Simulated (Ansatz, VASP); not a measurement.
**One calculation of As, two programs**

File POSCAR:

```
As
1.0
    1.7950784285      1.0363890139      5.0542643309
   -1.7950784285      1.0363890139      5.0542643309
    0.0000000000     -2.0727780278      5.0542643309
As
2
Direct
    0.7883402482      0.7883402482      0.7883402482
    0.2116597518      0.2116597518      0.2116597518
```

The input INCAR.step1:

```
SYSTEM = As
PREC = Accurate
ENCUT = 520
ISMEAR = -1
SIGMA = 0.1
LREAL = .FALSE.
LASPH = .TRUE.
NELM = 100
NBANDS = 12
GGA = PE
ALGO = Normal
EDIFF = 1E-4
LWAVE = .TRUE.
LCHARG = .FALSE.
```

The input INCAR.step2:

```
SYSTEM = As
PREC = Accurate
ENCUT = 520
EDIFF = 1E-6
ISMEAR = -1
SIGMA = 0.1
LREAL = .FALSE.
LASPH = .TRUE.
NELM = 100
ALGO = Normal
ISIF = 2
LWAVE = .FALSE.
LCHARG = .FALSE.
METAGGA = R2SCAN
LMIXTAU = .TRUE.
NBANDS = 12
ISTART = 1
```

The input KPOINTS:

```
Automatic mesh
0
G
  5 5 5
  0 0 0
```

Input for Ansatz:

```yaml
crystal:
  lattice:
    - [1.7950784285, 1.0363890139, 5.0542643309]
    - [-1.7950784285, 1.0363890139, 5.0542643309]
    - [0.0, -2.0727780278, 5.0542643309]
  atoms:
    - { symbol: As, position: [0.7883402482, 0.7883402482, 0.7883402482] }
    - { symbol: As, position: [0.2116597518, 0.2116597518, 0.2116597518] }
hamiltonian:
  xc: r2scan
  pseudopotentials:
    kind: paw
    azcp:
      As: "pseudopotentials/As.paw.azcp"
basis:
  ecutwfc: 500
  fft_grid_basis: typed
kpoints:
  mp_grid: { grid: [5, 5, 5], shift: [0, 0, 0] }
magnetization:
  spin_polarized: false
scf:
  occupations: { method: fermi_dirac, width: 0.1 }
  lower_state_search: "off"
output:
  stress: true
  write_density: true
  write_potential: true
  elf: true
  volumetric_format: npy
```

Alike in both runs: task single point; functional r2SCAN; k mesh 5 × 5 × 5; occupations fermi-dirac, width 0.1 eV; no spin polarisation.

|  | VASP | Ansatz |
| --- | --- | --- |
| version | VASP 6.6.1 | Ansatz 0.2.0 |
| potentials or method | VASP PAW PBE potentials, release 64 (As), cutoff 520 eV | plane waves (500 eV) with PAW, scalar-relativistic |
| valence electrons in the cell | 10 | 30 |

```csv
,VASP,Ansatz,Ansatz less VASP
pressure (GPa),0.4,0.3,-0.12
"traceless stress, the component that is largest in VASP (GPa)",-0.45,-0.54,-0.086
```

VASP's potentials were made for PBE, not for r2SCAN. With one functional, cell and mesh, what is left measures potentials, basis and numerics. VASP's potentials hold 10 valence electrons a cell and Ansatz's 30, so a difference there can come from the potentials and not from the codes.
